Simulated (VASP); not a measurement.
Wanted: the native input for a VASP 6.6.1 run.

```yaml
Task: single point
Functional: LDA
Potentials_or_basis: VASP PAW LDA potentials, release 64 (Na_pv, F)
Cutoff: 520 eV
k_mesh: 8 × 8 × 8
Occupations: gaussian, width 0.05 eV
Spin: no spin polarisation
Dipole_correction: no
Further_INCAR_settings: ALGO = Normal; EDIFF = 1e-06; NBANDS = 14
```

The structure of NaF lies in POSCAR:

```
NaF
1.0
    0.0000000000      2.3813825000      2.3813825000
    2.3813825000      0.0000000000      2.3813825000
    2.3813825000      2.3813825000      0.0000000000
Na F
1 1
Direct
    0.0000000000      0.0000000000      0.0000000000
    0.5000000000      0.5000000000      0.5000000000
```

This cell differs from its parent crystal: strain +0.025 along x and y, +0.025 along z.

One way to write it, as run:

INCAR

```
ALGO = Normal
EDIFF = 1E-6
ENCUT = 520
ISIF = 2
ISMEAR = 0
LASPH = True
LCHARG = False
LREAL = False
LWAVE = False
NBANDS = 14
NELM = 60
PREC = Accurate
SIGMA = 0.05
```

KPOINTS

```
k-points
0
Gamma
  8 8 8
```

Potentials or basis: VASP PAW LDA potentials, release 64 (Na_pv, F).

The run is started by

```sh
$ cat potpaw_LDA.64/Na_pv/POTCAR potpaw_LDA.64/F/POTCAR > POTCAR
$ mpirun -np 1 vasp_std > vasp.out
```

It gave:

The pressure is -7.1 GPa and the band gap on the k mesh is 5.55 eV, direct.

Caveat: the cell differs from its parent crystal (strain +0.025 along x and y, +0.025 along z).

It took 20 s on 1 thread of AMD EPYC 7R43 64-Core Processor (Zen 3), with other jobs on the host, peak memory 0.09 GiB.
